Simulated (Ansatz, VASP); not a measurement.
**ZrAl3B3N in VASP and in Ansatz**

```
Zr Al B N
1.0
     3.18573    0.00000    0.00000
     0.00000    3.18573    0.00000
     0.00000    0.00000    9.37578
Zr Al B N
1 3 3 1
Direct
  0.00000 0.00000 0.00000
  0.50000 0.50000 0.24793
  0.00000 0.00000 0.50000
  0.50000 0.50000 0.75207
  0.00000 0.00000 0.25772
  0.50000 0.50000 0.50000
  0.00000 0.00000 0.74228
  0.50000 0.50000 0.00000
```

Change from the starting cell: species swapped into the Li3CuOF3 type (P4/mmm, No. 123).

Alike in both runs: functional PBE; k mesh 4 × 4 × 2; occupations gaussian, width 0.15 eV; no spin polarisation.

Ansatz relaxed the structure, and its values are those at the end. VASP's run is a single point on that final structure, the one shown.

```csv
,VASP,Ansatz
version,VASP 6.6.1,Ansatz 0.2.0
potentials or method,"VASP PAW PBE potentials, release 64 (Zr_sv, Al, B, N), cutoff 520 eV","scalar-relativistic, plane waves, PAW"
valence electrons in the cell,35,35
```

```csv
,VASP,Ansatz,Ansatz less VASP
gap on the k mesh at the Fermi level (eV),none,none,-
pressure (GPa),-0.1,-0.1,-0.02
rms of the force components (eV/Å),0.003,0.003,-0.0001
```

A gap of «none» marks a metal or a gap that the smearing closes. With one functional, cell and mesh, what is left measures potentials, basis and numerics.

The k mesh is coarse, so the values compare programs but aren't converged.
